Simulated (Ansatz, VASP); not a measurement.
PbSe in VASP and in Ansatz

INCAR

```
ALGO = Normal
EDIFF = 1E-6
EDIFFG = -0.01
ENCUT = 600
GGA = PE
IBRION = 2
ISIF = 3
ISMEAR = 0
LASPH = T
LCHARG = F
LREAL = F
LWAVE = F
NELM = 100
NSW = 50
PREC = Accurate
SIGMA = 0.05
```

KPOINTS

```
k-points
0
Gamma
  6 6 8
```

POSCAR

```
PbSe
1.0
    5.3494553078      0.0000000000      0.0000000000
    0.0000000000      5.3494553078      0.0000000000
    0.0000000000      0.0000000000      4.2212686564
Pb Se
2 2
Direct
    0.5000000000      0.0000000000      0.3182456201
    0.0000000000      0.5000000000      0.6817543799
    0.0000000000      0.0000000000      0.0000000000
    0.5000000000      0.5000000000      0.0000000000
```

Input for Ansatz:

```yaml
crystal:
  lattice:
    - [5.3494553078, 0.0, 0.0]
    - [0.0, 5.3494553078, 0.0]
    - [0.0, 0.0, 4.2212686564]
  atoms:
    - { symbol: Pb, position: [0.5, 0.0, 0.3182456201] }
    - { symbol: Pb, position: [0.0, 0.5, 0.6817543799] }
    - { symbol: Se, position: [0.0, 0.0, 0.0] }
    - { symbol: Se, position: [0.5, 0.5, 0.0] }
basis:
  ecutwfc: 420
  ecutrho_ratio: 4
kpoints:
  mp_grid: { grid: [6, 6, 8] }
hamiltonian:
  xc: pbe
scf:
  occupations: { method: gaussian, width: 0.05 }
output:
  forces: true
  stress: true
  eigenvalues: true
relax:
  f_tol: 0.01
  max_steps: 30
  cell: { stress_tol: 0.04 }
```

Alike in both runs: task relaxation of cell and atoms; functional PBE; k mesh 6 × 6 × 8; occupations gaussian, width 0.05 eV; no spin polarisation.

|  | VASP | Ansatz |
| --- | --- | --- |
| version | VASP 6.6.1 | Ansatz 0.2.0 |
| potentials or method | VASP PAW PBE potentials, release 64 (Pb_d, Se), cutoff 600 eV | scalar-relativistic, plane waves, PAW |
| valence electrons in the cell | 40 | 60 |

|  | VASP | Ansatz | Ansatz less VASP |
| --- | --- | --- | --- |
| gap on the k mesh at the Fermi level, each at its own relaxed structure (eV) | 0.43 | 0.43 | +0.002 |
| relaxed volume (Å³/atom) | 30.24 | 30.20 | -0.040 |
| relaxed length of the cell vector where the two differ most in proportion (Å) | 5.353 | 5.349 | -0.0033 |

VASP's potentials hold 40 valence electrons a cell and Ansatz's 60, so a difference there can come from the potentials and not from the codes.

Spin-orbit coupling is off throughout.
